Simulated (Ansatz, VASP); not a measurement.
## PbS: VASP beside Ansatz

```
Pb S
1.0
     3.60174    0.00000    0.00000
     0.00000    3.60174    0.00000
     0.00000    0.00000    3.60174
Pb S
1 1
Direct
  0.00000 0.00000 0.00000
  0.50000 0.50000 0.50000
```

Alike in both runs: functional PBE; dispersion D3(BJ); k mesh 12 × 12 × 12; occupations gaussian, width 0.1 eV; no spin polarisation.

Ansatz relaxed the structure, and its values are those at the end. VASP's run is a single point on that final structure, the one shown.

|  | VASP | Ansatz |
| --- | --- | --- |
| version | VASP 6.6.1 | Ansatz 0.2.0 |
| potentials or method | VASP PAW PBE potentials, release 64 (Pb_d, S), cutoff 520 eV | scalar-relativistic, plane waves, PAW |
| valence electrons in the cell | 20 | 20 |

Ansatz gave:

* gap on the k mesh at the Fermi level (eV): none
* pressure (GPa): 0.0

Problem. Estimate VASP's values.

Solution. gap on the k mesh at the Fermi level (eV): none; pressure (GPa): -0.1.

A gap of «none» marks a metal or a gap that the smearing closes. Ansatz's warnings: relaxed geometry near dispersion switch.

Spin-orbit coupling is off throughout.
